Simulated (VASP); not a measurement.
# Sn (I4_1/amd) in VASP: notebook

Sn is run at these levels: PBEsol, r2SCAN; tasks: single point.

All numbers are computed with VASP 6.6.1; they aren't measurements. Logs are shortened: lines on timing, memory, paths and dates and some standing lists are left out, and cuts for length are marked.

## (1) The cell of the first run

The structure is tetragonal, space group I4_1/amd (No. 141). Conventional cell: a = 5.838 Å, b = 5.838 Å, c = 3.153 Å, α = 90.00°, β = 90.00°, γ = 90.00°. Sn (site symmetry -4m2) has 10 Sn at 3.02 to 3.76 Å within 4.0 Å.

## (2) Single point, PBEsol

Contents of INCAR:

```
SYSTEM = Sn
ALGO = Normal
EDIFF = 1E-6
ENCUT = 520
GGA = PS
ISIF = 2
ISMEAR = 0
ISYM = 0
LASPH = .True.
LCHARG = .False.
LREAL = .False.
LWAVE = .False.
NBANDS = 21
NELM = 100
PREC = Accurate
SIGMA = 0.1
```

Contents of KPOINTS:

```
k-points
0
Gamma
  12 9 9
  0 0 0
```

Contents of POSCAR:

```
Sn
1.0
    3.1526176509      0.0000000000      0.0000000000
   -1.5763088254      4.1279327226      0.0000000000
    1.5763088254      0.0000000000      4.1279327226
Sn
2
Direct
    0.0000000000      0.0000000000      0.0000000000
    0.7500000000      0.5000000000      0.5000000000
```

Potentials or basis: VASP PAW PBE potentials, release 64 (Sn_d).

The run is started by

```bash
$ cat potpaw_PBE.64/Sn_d/POTCAR > POTCAR
$ mpirun -np 1 vasp_std > vasp.out
```

OUTCAR:

```text
SYSTEM = Sn
   EDIFF = 1E-6
   ENCUT = 520
   GGA = PS
   ISIF = 2
   ISMEAR = 0
   ISYM = 0
   LASPH = .True.
   LREAL = .False.
   NELM = 100
   PREC = Accurate

 ion  position               nearest neighbor table
   1  0.000  0.000  0.000-   2 3.02   2 3.02   2 3.02   2 3.02   2 3.76   2 3.76   2 3.76   2 3.76

   2  0.750  0.500  0.500-   1 3.02   1 3.02   1 3.02   1 3.02   1 3.76   1 3.76   1 3.76   1 3.76

IMPORTANT INFORMATION: All symmetrisations will be switched off!
NOSYMM: (Re-)initialisation of all symmetry stuff for point group C_1.

----------------------------------------------------------------------------------------

                                     Primitive cell

  volume of cell :      53.7201

  direct lattice vectors                    reciprocal lattice vectors
     3.152617651  0.000000000  0.000000000     0.317196727  0.121126005 -0.121126005
    -1.576308825  4.127932723  0.000000000     0.000000000  0.242252010  0.000000000
     1.576308825  0.000000000  4.127932723     0.000000000  0.000000000  0.242252010

  length of vectors
     3.152617651  4.418662476  4.418662476     0.360495190  0.242252010  0.242252010

  position of ions in fractional coordinates (direct lattice)
     0.000000000  0.000000000  0.000000000
     0.750000000  0.500000000  0.500000000

  ion indices of the primitive-cell ions
   primitive index   ion index
                 1           1
                 2           2

----------------------------------------------------------------------------------------

 KPOINTS: k-points

Automatic generation of k-mesh.
 Grid dimensions read from file:
 generate k-points for:   12    9    9

 Generating k-lattice:

  Cartesian coordinates                     Fractional coordinates (reciprocal lattice)
     0.026433061  0.010093834 -0.010093834     0.083333333  0.000000000  0.000000000
     0.000000000  0.026916890  0.000000000     0.000000000  0.111111111  0.000000000
     0.000000000  0.000000000  0.026916890     0.000000000  0.000000000  0.111111111

  Length of vectors
     0.030041266  0.026916890  0.026916890

  Shift w.r.t. Gamma in fractional coordinates (k-lattice)
     0.000000000  0.000000000  0.000000000

 -----------------------------------------------------------------------------
|                                                                             |
|           W    W    AA    RRRRR   N    N  II  N    N   GGGG   !!!           |
|           W    W   A  A   R    R  NN   N  II  NN   N  G    G  !!!           |
|           W    W  A    A  R    R  N N  N  II  N N  N  G       !!!           |
|           W WW W  AAAAAA  RRRRR   N  N N  II  N  N N  G  GGG   !            |
|           WW  WW  A    A  R   R   N   NN  II  N   NN  G    G                |
|           W    W  A    A  R    R  N    N  II  N    N   GGGG   !!!           |
|                                                                             |
|     Your reciprocal lattice and k-lattice belong to different lattice       |
|     classes:                                                                |
|                                                                             |
|        The reciprocal lattice is body-centered tetragonal,                  |
|        whereas your k-lattice is base-centered monoclinic.                  |
|                                                                             |
|     Results are often still useful ...                                      |
|                                                                             |
 -----------------------------------------------------------------------------

 WARNING: IBZKPT: internal override: KBLOWUP is changed to .FALSE.
      ... skipping the blow-up phase ...

 Subroutine IBZKPT returns following result:
 ===========================================

 Found    487 irreducible k-points:

 Following reciprocal coordinates:
            Coordinates               Weight
  0.000000  0.000000  0.000000      1.000000
  0.083333  0.000000 -0.000000      2.000000
  0.166667  0.000000 -0.000000      2.000000
  0.250000  0.000000 -0.000000      2.000000
  0.333333  0.000000 -0.000000      2.000000
  0.416667  0.000000 -0.000000      2.000000
[... 16 lines left out ...]
  0.250000  0.222222 -0.000000      2.000000
  0.333333  0.222222 -0.000000      2.000000
 [... further k-points ...]
   k-points           NKPTS =    487   k-points in BZ     NKDIM =    487   number of bands    NBANDS=     21
   number of dos      NEDOS =    301   number of ions     NIONS =      2
   total plane-waves  NPLWV =  31104
   dimension x,y,z NGX =    24 NGY =   36 NGZ =   36
   dimension x,y,z NGXF=    48 NGYF=   72 NGZF=   72
   ions per type =               2
   NGX,Y,Z   is equivalent  to a cutoff of  12.66, 13.54, 13.54 a.u.
   NGXF,Y,Z  is equivalent  to a cutoff of  25.31, 27.09, 27.09 a.u.
 SYSTEM =  Sn
   PREC   = accura    normal or accurate (medium, high low for compatibility)
   ISTART =      0    job   : 0-new  1-cont  2-samecut
   ICHARG =      2    charge: 1-file 2-atom 10-const
   ISPIN  =      1    spin polarized calculation?
   LNONCOLLINEAR =      F non collinear calculations
   LSORBIT =      F    spin-orbit coupling
   LASPH  =      T    aspherical Exc in radial PAW
   ENCUT  =  520.0 eV  38.22 Ry    6.18 a.u.   5.86  8.22  8.22*2*pi/ulx,y,z
   NELM   =    100;   NELMIN=  2; NELMDL= -5     # of ELM steps
   EDIFF  = 0.1E-05   stopping-criterion for ELM
   LREAL  =      F    real-space projection
   EDIFFG = 0.1E-04   stopping-criterion for IOM
   NSW    =      0    number of steps for IOM
   IBRION =     -1    ionic relax: 0-MD 1-quasi-New 2-CG
   NFREE  =      0    steps in history (QN), initial steepest desc. (CG)
   ISIF   =      2    stress and relaxation
   ISYM   =      0    0-nonsym 1-usesym 2-fastsym
   POTIM  = 0.5000    time-step for ionic-motion
   TEBEG  =    0.0;   TEEND  =   0.0 temperature during run
   PSTRESS=    0.0 pullay stress
   NELECT =      28.0000    total number of electrons
   NUPDOWN=      -1.0000    fix difference up-down
   EMIN   =  10.00;   EMAX   =-10.00  energy-range for DOS
   EFERMI =   0.00;   METHOD = LEGACY
   ISMEAR =     0;   SIGMA  =   0.10  broadening in eV -4-tet -1-fermi 0-gaus
   EFERMI_NEDOS =   21; number of points for ismear=-14 and -15
   IALGO  =     38    algorithm
   IMIX   =      4    mixing-type and parameters
     AMIX     =   0.40;   BMIX     =  1.00
     AMIX_MAG =   1.60;   BMIX_MAG =  1.00
  volume/ion in A,a.u.               =      26.86       181.26
  Fermi-wavevector in a.u.,A,eV,Ry     =   1.317494  2.489703 23.616865  1.735791
  Thomas-Fermi vector in A             =   2.447531
   LORBIT       =      0    0 simple, 1 ext, 2 COOP (PROOUT), +10 PAW based schemes
   GGA     = PS    functional components
   LHFCALC =     F    Hartree Fock is set to
   AEXX    =    0.0000 exact exchange contribution
   IVDW    =     0    specifies the selected vdW correction
   LEPSILON=     F    determine dielectric tensor
   LRPA    =     F    only Hartree local field effects (RPA)
 non-spin polarized calculation
 Gauss-broadening in eV      SIGMA  =   0.10
  energy-cutoff  :      520.00
  volume of cell :       53.72
 maximum number of plane-waves:      1464
   NGX = 11   NGY = 17   NGZ = 17

 number of electron      27.9999991 magnetization

 Free energy of the ion-electron system (eV)
  ---------------------------------------------------
  ext. energy  EPLUGINS =         0.00000000
  ---------------------------------------------------
  free energy    TOTEN  =        -8.52519013 eV

  energy without entropy =       -8.52030610  energy(sigma->0) =       -8.52274811

 E-fermi :   7.9156     XC(G=0): -10.5002

 val. band max:        7.9103386306   @ k =  -0.2500   0.4444   0.0000
 cond. band min:       7.9185967918   @ k =   0.3333  -0.2222   0.3333
 fundamental gap:      0.0082581613
 Fermi energy:         7.9155591485

 k-point     1 :       0.0000    0.0000    0.0000
  band No.  band energies     occupation
      1     -13.6225      2.00000
      2     -13.5442      2.00000
      3     -13.4937      2.00000
      4     -13.4888      2.00000
      5     -13.3223      2.00000
      6     -13.3211      2.00000
[... 13 lines left out ...]
     20      17.7714      0.00000
     21      18.4649      0.00000

 k-point     2 :       0.0833    0.0000   -0.0000
  band No.  band energies     occupation
      1     -13.6180      2.00000
      2     -13.5288      2.00000
      3     -13.4884      2.00000
      4     -13.4706      2.00000
      5     -13.3323      2.00000
      6     -13.3320      2.00000
[... 13 lines left out ...]
     20      17.4135      0.00000
     21      17.5032      0.00000

 k-point     3 :       0.1667    0.0000   -0.0000
  band No.  band energies     occupation
      1     -13.6045      2.00000
      2     -13.4890      2.00000
      3     -13.4739      2.00000
      4     -13.4283      2.00000
      5     -13.3563      2.00000
      6     -13.3425      2.00000
[... 13 lines left out ...]
     20      16.1141      0.00000
     21      16.3949      0.00000

 k-point     4 :       0.2500    0.0000   -0.0000
  band No.  band energies     occupation
      1     -13.5849      2.00000
      2     -13.4549      2.00000
      3     -13.4479      2.00000
      4     -13.4053      2.00000
      5     -13.3831      2.00000
      6     -13.3392      2.00000
[... 13 lines left out ...]
     20      15.1646      0.00000
     21      16.5560      0.00000

 k-point     5 :       0.3333    0.0000   -0.0000
  band No.  band energies     occupation
      1     -13.5659      2.00000
      2     -13.4446      2.00000
      3     -13.4332      2.00000
      4     -13.4216      2.00000
      5     -13.3972      2.00000
      6     -13.3578      2.00000
[... 13 lines left out ...]
     20      14.5977      0.00000
     21      17.3892      0.00000
[... 382 lines left out ...]
     20      18.4039      0.00000
     21      18.9946      0.00000

 k-point    22 :       0.1667    0.2222   -0.0000
  band No.  band energies     occupation
      1     -13.5468      2.00000
      2     -13.4988      2.00000
      3     -13.4723      2.00000
      4     -13.4233      2.00000
      5     -13.3777      2.00000
      6     -13.3261      2.00000
[... 13 lines left out ...]
     20      17.0784      0.00000
     21      18.2216      0.00000

 k-point    23 :       0.2500    0.2222   -0.0000
  band No.  band energies     occupation
      1     -13.5333      2.00000
      2     -13.4634      2.00000
      3     -13.4567      2.00000
      4     -13.4076      2.00000
      5     -13.3881      2.00000
      6     -13.3377      2.00000
[... 13 lines left out ...]
     20      16.5573      0.00000
     21      17.4979      0.00000

 k-point    24 :       0.3333    0.2222   -0.0000
  band No.  band energies     occupation
      1     -13.5322      2.00000
      2     -13.4700      2.00000
      3     -13.4449      2.00000
      4     -13.4005      2.00000
      5     -13.3879      2.00000
      6     -13.3379      2.00000
[... 13 lines left out ...]
     20      16.7754      0.00000
     21      17.2944      0.00000

 [... further k-points ...]
[... 5 lines left out ...]
  --------------------------------------------------------------------------------------
  -------------------------------------------------------------------------------------
  Total        0.0086406     -0.0492077     -0.0492026      0.0337102      0.0515367     -0.0337085
  in kB        0.2577035     -1.4675987     -1.4674451      1.0053923      1.5370595     -1.0053418
  external PRESSURE =      -0.8924468 kB  Pullay stress =       0.0000000 kB

 VOLUME and BASIS-vectors are now :
 -----------------------------------------------------------------------------
  energy-cutoff  :      520.00
  volume of cell :       53.72
      direct lattice vectors                 reciprocal lattice vectors
     3.152617651  0.000000000  0.000000000     0.317196727  0.121126005 -0.121126005
    -1.576308825  4.127932723  0.000000000     0.000000000  0.242252010  0.000000000
     1.576308825  0.000000000  4.127932723     0.000000000  0.000000000  0.242252010

 POSITION                                       TOTAL-FORCE (eV/Angst)
 -----------------------------------------------------------------------------------
      0.00000      0.00000      0.00000        -0.003030     -0.010035      0.010034
      2.36446      2.06397      2.06397         0.003030      0.010035     -0.010034
 -----------------------------------------------------------------------------------
    total drift:                               -0.000001      0.000000     -0.000002

  FREE ENERGIE OF THE ION-ELECTRON SYSTEM (eV)
  ---------------------------------------------------
  free  energy   TOTEN  =        -8.5251901258 eV

  energy  without entropy=       -8.5203061019  energy(sigma->0) =       -8.52274811
```

Run time: 3.2 min. Hardware: 1 thread of Intel Xeon 6975P-C (Granite Rapids), shared host; peak memory 0.5 GiB.

What came out:

```yaml
Free_energy: -8.5252 eV
Pressure: -0.1 GPa
Largest_force: 0.015 eV/Å
Band_gap_on_the_k_mesh: zero (band 14 reaches 9.37 eV, above the bottom of band 15 at 5.10 eV)
```

Forces in eV/Å, atoms in the order of the input:
```
Sn  -0.003 -0.010  0.010
Sn   0.003  0.010 -0.010
```

Caveat: the PAW data sets were made with another functional, which shifts forces and pressure a little; spin-orbit coupling is left out, which moves the levels of the heavy elements.

## (3) Single point, PBEsol

Contents of INCAR:

```
PREC     = Accurate       # precision mode
ENCUT    = 520            # plane-wave cutoff, eV
EDIFF    = 1E-6           # SCF threshold, eV
ISMEAR   = 0              # smearing method
SIGMA    = 0.1            # smearing width, eV
LREAL    = False          # projectors in reciprocal space
LASPH    = True           # aspherical terms in the spheres
NELM     = 60             # most SCF steps
ALGO     = Fast           # electronic algorithm
ISIF     = 2              # what is computed and relaxed
LWAVE    = False          # write WAVECAR
LCHARG   = True           # write CHGCAR
GGA      = PS             # functional
LELF     = True           # ELF
LVHAR    = True         
NBANDS   = 21             # bands
ISYM     = 0
```

Contents of KPOINTS:

```
Automatic mesh
0
Gamma
  8 8 12
```

Contents of POSCAR:

```
Sn
1.0
    4.4186624758      0.0000000000      0.0000000000
    0.5623306887      4.3827345655      0.0000000000
   -1.1246613774     -0.9895802163      2.7739621184
Sn
2
Direct
    0.0000000000      0.0000000000      0.0000000000
    0.5000000000      0.5000000000      0.2500000000
```

Potentials or basis: VASP PAW PBE potentials, release 64 (Sn_d).

The run is started by

```bash
$ cat potpaw_PBE.64/Sn_d/POTCAR > POTCAR
$ mpirun -np 1 vasp_std > vasp.out
```

Wall time 16 min (1 thread of AMD EPYC 7R13, shared host); peak memory 0.41 GiB.

Results (log left out):

```
Free energy            : -8.5184 eV
Pressure               : -0.1 GPa
Largest force          : 0.003 eV/Å
Band gap on the k mesh : zero (band 14 reaches 9.49 eV, above the bottom of band 15 at 5.35 eV)
```

Forces on the atoms (eV/Å):
```
Sn   0.002  0.002 -0.001
Sn  -0.002 -0.002  0.001
```

Stress tensor (GPa, compression positive):
```
-0.20  0.46  0.13
 0.46 -0.31  0.12
 0.13  0.12  0.24
```

Levels at points of the mesh, in eV from the Fermi level:
| k point | band 11 | band 12 | band 13 | band 14 | band 15 | band 16 | band 17 | band 18 |
| --- | --- | --- | --- | --- | --- | --- | --- | --- |
| (0.00, 0.00, 0.00) | -11.22 | -3.70 | -2.03 | -2.03 | 2.92 | 6.20 | 6.20 | 7.05 |
| (0.50, 0.00, 0.00) | -8.97 | -8.97 | 0.56 | 0.56 | 1.52 | 1.52 | 6.20 | 6.20 |
| (0.00, 0.50, 0.00) | -8.97 | -8.97 | 0.56 | 0.56 | 1.52 | 1.52 | 6.20 | 6.20 |
| (0.50, 0.50, 0.00) | -7.62 | -7.62 | -4.88 | -4.87 | 5.24 | 5.24 | 9.37 | 9.37 |
| (0.00, 0.00, 0.50) | -6.89 | -5.40 | -2.32 | -1.75 | -1.11 | 2.25 | 2.87 | 4.72 |
| (0.50, 0.00, 0.50) | -6.89 | -5.40 | -2.32 | -1.75 | -1.11 | 2.25 | 2.87 | 4.72 |
| (0.00, 0.50, 0.50) | -6.89 | -5.40 | -2.32 | -1.75 | -1.11 | 2.25 | 2.87 | 4.72 |
| (0.50, 0.50, 0.50) | -6.89 | -5.40 | -2.32 | -1.75 | -1.12 | 2.25 | 2.87 | 4.72 |

Caveat: the PAW data sets were made with another functional, which shifts forces and pressure a little; spin-orbit coupling is left out, which moves the levels of the heavy elements.

(Part 1 of 3 ends here.)
